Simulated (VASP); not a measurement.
Si, 2 atoms in the cell. Symmetry: R-3m, No. 166, trigonal system. The conventional cell has a = 3.817 Å, b = 3.817 Å, c = 9.783 Å, α = 90.00°, β = 90.00°, γ = 120.00°. Si (site symmetry 3m) has 4 Si at 2.36 to 2.41 Å within 3.1 Å. 

* Program: VASP 6.6.1
* Task: single point
* Functional: r2SCAN
* Potentials or basis: VASP PAW PBE potentials, release 64 (Si)
* Cutoff: 520 eV
* k mesh: 10 × 10 × 10
* Occupations: gaussian, width 0.01 eV
* Spin: no spin polarisation
* Dipole correction: no
* Further INCAR settings: ALGO = Normal; EDIFF = 1e-06; NBANDS = 11

Potentials or basis: VASP PAW PBE potentials, release 64 (Si).

Run with:

```bash
$ cat potpaw_PBE.64/Si/POTCAR > POTCAR
$ cp INCAR.step1 INCAR
$ mpirun -np 1 vasp_std > vasp.out
$ cp INCAR.step2 INCAR
$ mpirun -np 1 vasp_std > vasp.out
```

Hardware: 1 thread of Intel Xeon 8259CL, on a shared host.

**Question.** How long does it take, and how much memory?

**Answer.** Run time: 4.6 min on 1 thread of Intel Xeon 8259CL, on a shared host, peak memory 0.18 GiB. Counts: k points 116.
